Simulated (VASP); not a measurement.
AlFe: single point with PBE

AlFe:

```
CELL_PARAMETERS angstrom
2.78538 0.00000 0.00000
0.00000 2.78538 0.00000
0.00000 0.00000 2.78538
ATOMIC_POSITIONS crystal
Al 0.00000 0.00000 0.00000
Fe 0.50000 0.50000 0.50000
```

This cell differs from its parent crystal: volume scaled by 0.91.

```yaml
Program: VASP 6.6.1
Task: single point
Functional: PBE
Potentials_or_basis: VASP PAW PBE potentials, release 64 (Al, Fe)
Cutoff: 520 eV
k_mesh: 14 × 14 × 14
Occupations: gaussian, width 0.1 eV
Spin: collinear spin, ferromagnetic start
Starting_moments: "[0.0, 0.77] μB"
```

```json
{"Pressure": "20.3 GPa", "Net moment": "0.63 μB per cell", "Site moments": "Al -0.02; Fe +0.66 μB", "Valence electrons inside the program's atomic spheres": "Al 0.90; Fe 7.63"}
```

Levels at points of the mesh, in eV from the Fermi level:
Spin up:
| k point | band 4 | band 5 | band 6 | band 7 | band 8 | band 9 |
| --- | --- | --- | --- | --- | --- | --- |
| (0.00, 0.00, 0.00) | -0.28 | -0.28 | -0.28 | 6.99 | 6.99 | 6.99 |
| (0.50, 0.00, 0.00) | -1.35 | -1.35 | -0.13 | 1.19 | 8.94 | 11.74 |
| (0.50, 0.50, 0.00) | -2.17 | -1.11 | -1.11 | 0.66 | 3.76 | 4.81 |
| (0.50, 0.50, 0.50) | 0.71 | 0.71 | 3.14 | 3.14 | 3.14 | 5.26 |
Spin down:
```
           k point  band 1  band 2  band 3  band 4  band 5  band 6  band 7  band 8  band 9  band 10
(0.00, 0.00, 0.00)  -10.90   -2.47   -2.47    0.48    0.48    0.48    7.03    7.03    7.03     9.94
(0.50, 0.00, 0.00)   -6.41   -6.29   -1.69   -0.70   -0.70    0.63    1.62    8.85   11.83    11.83
(0.50, 0.50, 0.00)   -4.99   -2.48   -2.16   -2.16   -0.43   -0.43    1.12    4.06    5.30    14.01
(0.50, 0.50, 0.50)   -3.55   -3.55   -3.55    1.17    1.17    3.21    3.21    3.21    5.21     7.01
```

It took 25 s on 1 thread of Intel(R) Xeon(R) 6975P-C (Granite Rapids) (shared host), peak memory 0.2 GiB.
